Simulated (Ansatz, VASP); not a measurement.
Given: the input of a run of VASP 6.6.1 on AlCo.

The input INCAR:

```
PREC = Accurate
ENCUT = 600
EDIFF = 1E-6
ISMEAR = -1
SIGMA = 0.05
LREAL = False
LASPH = True
NELM = 200
ALGO = Normal
ISIF = 2
LWAVE = False
LCHARG = False
ISPIN = 2
MAGMOM = 3 0
LORBIT = 11
NUPDOWN = 3.0
LMAXMIX = 4
GGA = PE
NBANDS = 21
GGA_COMPAT = False
```

Contents of KPOINTS:

```
Automatic mesh
0
Gamma
  8 8 8
```

POSCAR

```
AlCo
1.0
    2.8194032100      0.0000000000      0.0000000000
    0.0000000000      2.8194032100      0.0000000000
    0.0000000000      0.0000000000      2.8194032100
Co Al
1 1
Direct
    0.5000000000      0.5000000000      0.5000000000
    0.0000000000      0.0000000000      0.0000000000
```

Potentials or basis: VASP PAW PBE potentials, release 64 (Co_sv, Al).

Command:

```bash
$ cat potpaw_PBE.64/Co_sv/POTCAR potpaw_PBE.64/Al/POTCAR > POTCAR
$ mpirun -np 1 vasp_std > vasp.out
```

Q: Set up the same calculation for Ansatz 0.2.0. Potentials there: Ansatz PAW.

A: As run (the cutoff follows the program's own potentials):

Contents of input.yaml:

```yaml
crystal:
  lattice:
    - [2.81940321, 0.0, 0.0]
    - [0.0, 2.81940321, 0.0]
    - [0.0, 0.0, 2.81940321]
  atoms:
    - { symbol: Co, position: [0.5, 0.5, 0.5], spin: 3.0 }
    - { symbol: Al, position: [0.0, 0.0, 0.0] }
hamiltonian:
  xc: pbe
  pseudopotentials: { kind: paw }
magnetization:
  spin_polarized: true
  initial_magnetization: 3.0
  spin_locking: { lock_magnetization: hard }
kpoints:
  mp_grid: { grid: [8, 8, 8] }
scf:
  occupations: { method: fermi_dirac, width: 0.05 }
  lower_state_search: "off"
output:
  forces: true
  stress: true
  eigenvalues: true
```

Potentials or basis: Ansatz PAW.

Launch:

```bash
$ ansatz run input.yaml --threads 2 --pin off --max-ram 5632MiB --backend cpu --events-out ev --progress --plain --runs-dir out
```

Both were run:

|  | VASP | Ansatz | Ansatz less VASP |
| --- | --- | --- | --- |
| net moment per atom (μB) | 1.50 | 1.50 | 0.000 |
| size of the moment on the site where the two differ most (μB) | 2.24 | 2.34 | +0.097 |

Site moments also hang on the region over which each program counts them. With one functional, cell and mesh, what is left measures potentials, basis and numerics.
